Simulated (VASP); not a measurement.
Write the native input for VASP 6.6.1 that does the following.

```
Task                   : relaxation of cell and atoms
Functional             : PBE
Potentials or basis    : VASP PAW PBE potentials, release 64 (Ru_pv)
Cutoff                 : 600 eV
k mesh                 : 13 × 13 × 13
Occupations            : fermi-dirac, width 0.05 eV
Spin                   : collinear spin, ferromagnetic start
Starting moments       : [1.0] μB
Dipole correction      : no
Further INCAR settings : ALGO = Normal; EDIFF = 1e-06; IBRION = 2; EDIFFG = -0.01; NSW = 80; ISIF = 3
```

The structure of Ru lies in POSCAR:

```
Ru
1.0
    2.4462764308      0.0000000000      0.0000000000
    0.0000000000      2.4462764308      0.0000000000
    0.0000000000      0.0000000000      2.4462764308
Ru
1
Direct
    0.0000000000      0.0000000000      0.0000000000
```

The input as run:

INCAR

```
SYSTEM = Ru
PREC = Accurate ; ENCUT = 600
EDIFF = 1E-6 ; ISMEAR = -1
SIGMA = 0.05 ; LREAL = .FALSE.
LASPH = .TRUE. ; NELM = 150
ALGO = Normal ; ISIF = 3
LWAVE = .FALSE. ; LCHARG = .FALSE.
ISPIN = 2 ; MAGMOM = 1
LORBIT = 11 ; LMAXMIX = 4
GGA = PE ; IBRION = 2
NSW = 80 ; EDIFFG = -0.01
```

KPOINTS

```
Automatic mesh
0
G
  13 13 13
  0 0 0
```

Potentials or basis: VASP PAW PBE potentials, release 64 (Ru_pv).

The run is started by

```bash
$ cat potpaw_PBE.64/Ru_pv/POTCAR > POTCAR
$ mpirun -np 1 vasp_std > vasp.out
```

It gave:

The relaxed volume is 15.83 Å³/atom, the relaxed cell is a = 2.511 Å, b = 2.511 Å, c = 2.511 Å, α = 90.00°, β = 90.00°, γ = 90.00° and the space group after relaxing (to 0.05 Å) is Pm-3m (No. 221). The energy gained by relaxing is 72.6 meV/atom, the ionic steps are 16 and the pressure after relaxing is 0.1 GPa. The band gap on the k mesh is zero (filled and empty bands overlap). The net moment is 0.00 μB per cell. The valence electrons inside the program's atomic spheres are Ru 12.67.

Run time: 58 s on 1 thread of Intel(R) Xeon(R) 6975P-C (Granite Rapids), on a shared host, peak memory 0.16 GiB.
